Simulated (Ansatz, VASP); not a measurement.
**Mg2Te3O in VASP and in Ansatz**

```
Mg Te O
1.0
    -2.98987    2.98987    4.35167
     2.98987   -2.98987    4.35167
     2.98987    2.98987   -4.35167
Mg Te O
2 3 1
Direct
  0.75000 0.25000 0.50000
  0.25000 0.75000 0.50000
  0.50000 0.50000 0.00000
  0.50000 0.00000 0.50000
  0.00000 0.50000 0.50000
  0.00000 0.00000 0.00000
```

Alike in both runs: task relaxation of cell and atoms; functional PBE; k mesh 4 × 4 × 4; occupations gaussian, width 0.1 eV; no spin polarisation.

|  | VASP | Ansatz |
| --- | --- | --- |
| version | VASP 6.6.1 | Ansatz 0.2.0 |
| potentials or method | VASP PAW PBE potentials, release 64 (Mg, Te, O), cutoff 600 eV | scalar-relativistic, plane waves, PAW |
| valence electrons in the cell | 28 | 74 |

```tsv
	VASP	Ansatz	Ansatz less VASP
gap on the k mesh at the Fermi level, each at its own relaxed structure (eV)	none	none	-
relaxed volume (Å³/atom)	31.82	31.98	+0.165
relaxed cell length with the largest relative difference (Å)	6.900	6.920	+0.0199
```

A gap of «none» marks a metal or a gap that the smearing closes. VASP's potentials hold 28 valence electrons a cell and Ansatz's 74, so a difference there can come from the potentials and not from the codes.

The k mesh is coarse, so the values compare programs but aren't converged. Neither program's run includes spin-orbit coupling. Noted on VASP's run: the volume moved by over 15 % at a fixed basis, so the end points are rough.
